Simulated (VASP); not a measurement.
Input of a VASP 6.6.1 run:

Contents of INCAR:

```
SYSTEM = SiC
PREC = Accurate
ENCUT = 520
EDIFF = 1E-6
ISMEAR = 0
SIGMA = 0.05
LREAL = .False.
LASPH = .True.
NELM = 80
ALGO = Normal
ISIF = 2
LWAVE = .False.
LCHARG = .False.
GGA = PE
NBANDS = 11
```

File KPOINTS:

```
Automatic mesh
0
Gamma
  10 10 10
  0 0 0
```

The input POSCAR:

```
SiC
1.0
    0.0000000000      2.1351174926      2.2446106974
    2.1351174926      0.0000000000      2.2446106974
    2.1351174926      2.1351174926      0.0000000000
Si C
1 1
Direct
    0.0000000000      0.0000000000      0.0000000000
    0.7500000000      0.7500000000      0.7500000000
```

Potentials or basis: VASP PAW PBE potentials, release 64 (Si, C).

Command:

```bash
$ cat potpaw_PBE.64/Si/POTCAR potpaw_PBE.64/C/POTCAR > POTCAR
$ mpirun -np 1 vasp_std > vasp.out
```

Predict the band gap on the k mesh.

1.08 eV, indirect (least direct gap 4.50 eV).

Predict the pressure.

5.6 GPa.

Stress tensor (GPa, compression positive):
```
10.33  0.00  0.00
 0.00 10.33  0.00
 0.00  0.00 -3.97
```

Caveat: the cell differs from its parent crystal (strain -0.025 along x and y, +0.025 along z). A k mesh can miss the band edges.
